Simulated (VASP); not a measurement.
**BeS2: relaxation of cell and atoms with PBE**

The system is BeS2.

```
Be S
1.0
     2.91420    0.00000    0.00000
     0.00000    2.91420    0.00000
     0.00000    0.00000    6.01272
Be S
1 2
Direct
  0.00000 0.00000 0.00000
  0.50000 0.50000 0.29500
  0.50000 0.50000 0.70500
```

The cell was generated, and may not be a known phase.

```yaml
Program: VASP 6.6.1
Task: relaxation of cell and atoms
Functional: PBE
Potentials_or_basis: VASP PAW PBE potentials, release 64 (Be, S)
Cutoff: 600 eV
k_mesh: 6 × 6 × 4
Occupations: gaussian, width 0.1 eV
Spin: no spin polarisation
Dipole_correction: no
Further_INCAR_settings: ALGO = Normal; EDIFF = 1e-06; IBRION = 2; EDIFFG = -0.04; NSW = 90; ISIF = 3
```

```
Relaxed volume                        : 15.46 Å³/atom
Relaxed cell                          : a = 3.081 Å, b = 3.081 Å, c = 4.886 Å, α = 90.00°, β = 90.00°, γ = 90.00°
Space group after relaxing (to 0.1 Å) : P4/mmm (No. 123)
Energy gained by relaxing             : 516.8 meV/atom
Ionic steps                           : 19
Pressure after relaxing               : 0.0 GPa
Band gap on the k mesh                : zero (bands 7 and 8 overlap by 3.05 eV)
```

Step by step:
| step | energy change (eV) | largest force (eV/Å) | pressure (GPa) | volume (Å³) |
| --- | --- | --- | --- | --- |
| 1 | 0.0000 | 2.1775 | -7.29 | 51.06 |
| 2 | -0.6175 | 1.9751 | 0.42 | 45.53 |
| 3 | -0.7772 | 1.0446 | 12.78 | 40.74 |
| 4 | -1.0895 | 0.1132 | 10.84 | 42.12 |
| 5 | -0.9896 | 2.9738 | 15.19 | 44.33 |
| 6 | -1.1832 | 0.3282 | 11.19 | 42.77 |
| 7 | -1.1716 | 1.2790 | 11.58 | 43.66 |
| 8 | -1.1950 | 0.9844 | 11.58 | 43.25 |
| 9 | -1.4235 | 0.5178 | -1.60 | 49.78 |
| 10 | -1.4259 | 0.5605 | -0.64 | 49.09 |
| 11 | -1.4605 | 0.5464 | -0.79 | 48.62 |
| 12 | -1.5382 | 0.1671 | -0.75 | 47.20 |
| 13 | -1.3668 | 1.1838 | 4.73 | 44.34 |
| 14 | -1.5450 | 0.1736 | -0.27 | 46.82 |
| 15 | -1.5485 | 0.0661 | 0.48 | 46.07 |
| 16 | -1.5503 | 0.0444 | 0.12 | 46.38 |
| 17 | -1.5503 | 0.0261 | 0.18 | 46.33 |
| 18 | -1.5501 | 0.0525 | -0.28 | 46.51 |
| 19 | -1.5504 | 0.0001 | 0.02 | 46.39 |

Final structure:
```xyz
3
Lattice="3.0814 0.0000 0.0000 0.0000 3.0814 0.0000 0.0000 0.0000 4.8855" Properties=species:S:1:pos:R:3 pbc="T T T"
Be    0.0000    0.0000    0.0000
S     1.5407    1.5407    1.2015
S     1.5407    1.5407    3.6841
```

Levels at points of the mesh, in eV from the Fermi level:
```csv
k point,band 5,band 6,band 7,band 8,band 9,band 10
"(0.00, 0.00, 0.00)",-2.58,0.59,0.59,1.80,3.19,4.87
"(0.50, 0.00, 0.00)",-4.51,-1.25,1.25,1.61,4.01,4.32
"(0.50, 0.50, 0.00)",-6.06,-2.80,-2.80,-0.91,2.07,2.63
"(0.00, 0.00, 0.50)",-2.04,-2.04,-0.58,-0.58,2.27,4.14
"(0.50, 0.00, 0.50)",-2.35,-1.61,-0.58,0.14,4.27,4.72
"(0.50, 0.50, 0.50)",-4.27,-4.27,-1.38,-0.81,-0.45,1.07
```

Run time: 3.3 min on 1 thread of AMD EPYC 7R13, on a shared host, peak memory 0.18 GiB.

Caveat: a cell axis changed by over 15 % at a fixed basis, so the end point is rough.
